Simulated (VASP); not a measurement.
**Cu: single point with PBEsol**

The system is Cu.

```
Cu
1.0
     0.00000    1.75087    1.75087
     1.75087    0.00000    1.75087
     1.75087    1.75087    0.00000
Cu
1
Direct
  0.00000 0.00000 0.00000
```

| Quantity | Value |
| --- | --- |
| Program | VASP 6.6.1 |
| Task | single point |
| Functional | PBEsol |
| Potentials or basis | VASP PAW PBE potentials, release 64 (Cu) |
| Cutoff | 600 eV |
| k mesh | 13 × 13 × 13 |
| Occupations | fermi-dirac, width 0.05 eV |
| Spin | no spin polarisation |

```yaml
Pressure: 10.8 GPa
Band_gap_on_the_k_mesh: zero (an odd number of electrons rules out a gap without spin polarisation)
```

Levels at points of the mesh, in eV from the Fermi level:
```
           k point  band 2  band 3  band 4  band 5  band 6  band 7  band 8  band 9  band 10  band 11
(0.00, 0.00, 0.00)   -3.53   -3.53   -3.53   -2.56   -2.56   23.16   26.53   26.53    26.53    29.12
```

Run time: 8.6 s on 1 thread of AMD EPYC 7R13 Processor (Zen 3) (shared host), peak memory 0.1 GiB.

Caveat: the cell stands under pressure; the PAW data sets were made with another functional, which shifts forces and pressure a little.
